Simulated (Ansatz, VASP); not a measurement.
**Two plane-wave programs on BN**

```xyz
4
Lattice="2.5539 0.0000 0.0000 -1.2770 2.2118 0.0000 0.0000 0.0000 4.2269" Properties=species:S:1:pos:R:3 pbc="T T T"
B     1.3300    0.7903    4.2257
B     0.0530    1.5276    2.1123
N     1.2770    0.7373    2.6430
N     0.0000    1.4745    0.5295
```

Change from the starting cell: all B atoms moved +0.075 Å, as atom 1 along Cartesian [1 1 0].

Alike in both runs: task single point; functional r2SCAN; k mesh 12 × 12 × 6; occupations gaussian, width 0.05 eV; no spin polarisation.

|  | VASP | Ansatz |
| --- | --- | --- |
| version | VASP 6.6.1 | Ansatz 0.2.0 |
| potentials or method | VASP PAW PBE potentials, release 64 (B, N), cutoff 520 eV | scalar-relativistic, plane waves, PAW |
| valence electrons in the cell | 16 | 16 |

|  | VASP | Ansatz | Ansatz less VASP |
| --- | --- | --- | --- |
| gap on the k mesh at the Fermi level (eV) | 5.35 | 5.38 | +0.030 |
| least direct gap on the mesh (eV) | 8.48 | 8.50 | +0.022 |
| pressure (GPa) | -2.0 | -3.1 | -1.03 |
| traceless stress, the component that is largest in VASP (GPa) | -1.49 | -1.50 | -0.014 |
| rms of the force components (eV/Å) | 1.060 | 1.059 | -0.0016 |

VASP's potentials were made for PBE, not for r2SCAN. Atom by atom the forces differ by 0.002 eV/Å (rms over components). With one functional, cell and mesh, what is left measures potentials, basis and numerics.
